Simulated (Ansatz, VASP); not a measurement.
**One calculation of Ga, two programs**

File INCAR:

```
SYSTEM = Ga
ALGO = Normal
EDIFF = 1E-6
ENCUT = 500
GGA = CA
GGA_COMPAT = .False.
ISIF = 2
ISMEAR = -1
LASPH = .True.
LCHARG = .False.
LREAL = .False.
LWAVE = .False.
NBANDS = 20
NELM = 120
PREC = Accurate
SIGMA = 0.05
```

The input KPOINTS:

```
k-points
0
Gamma
  11 11 9
  0 0 0
```

Contents of POSCAR:

```
Ga
1.0
    1.3830000000     -4.0265000000      0.0000000000
    1.3830000000      4.0265000000      0.0000000000
   -0.1174474948      0.0000000000      3.3299294416
Ga
2
Direct
    0.8690000000      0.1310000000      0.2500000000
    0.1310000000      0.8690000000      0.7500000000
```

Input for Ansatz:

```yaml
crystal:
  lattice:
    - [1.383, -4.0265, 0.0]
    - [1.383, 4.0265, 0.0]
    - [-0.1174474948, 0.0, 3.3299294416]
  atoms:
    - { symbol: Ga, position: [0.869, 0.131, 0.25] }
    - { symbol: Ga, position: [0.131, 0.869, 0.75] }
kpoints:
  mp_grid: { grid: [11, 11, 9] }
scf:
  occupations: { method: fermi_dirac, width: 0.05 }
  mixing: { preconditioner: kerker }
  algorithm: direct_min
hamiltonian:
  xc: lda
  pseudopotentials: { kind: all_electron, lapw: { basis_error: 0.001 } }
output:
  forces: true
  stress: true
  eigenvalues: true
  populations: true
```

Alike in both runs: task single point; functional LDA; k mesh 11 × 11 × 9; occupations fermi-dirac, width 0.05 eV; no spin polarisation.

|  | VASP | Ansatz |
| --- | --- | --- |
| version | VASP 6.6.1 | Ansatz 0.2.0 |
| potentials or method | VASP PAW LDA potentials, release 64 (Ga_d), cutoff 500 eV | all-electron LAPW, scalar-relativistic |

```csv
,VASP,Ansatz,Ansatz less VASP
gap on the k mesh at the Fermi level (eV),none,none,-
pressure (GPa),-3.7,-3.7,+0.05
"traceless stress, the component that is largest in VASP (GPa)",0.90,0.92,+0.025
rms of the force components (eV/Å),0.120,0.118,-0.0020
```

LDA's correlation is that of Perdew and Zunger in VASP and of Perdew and Wang (1992) in Ansatz. Atom by atom the forces differ by 0.002 eV/Å (rms over components). A gap of «none» marks a metal or a gap that the smearing closes. Ansatz ran all-electron here, and VASP with PAW potentials.
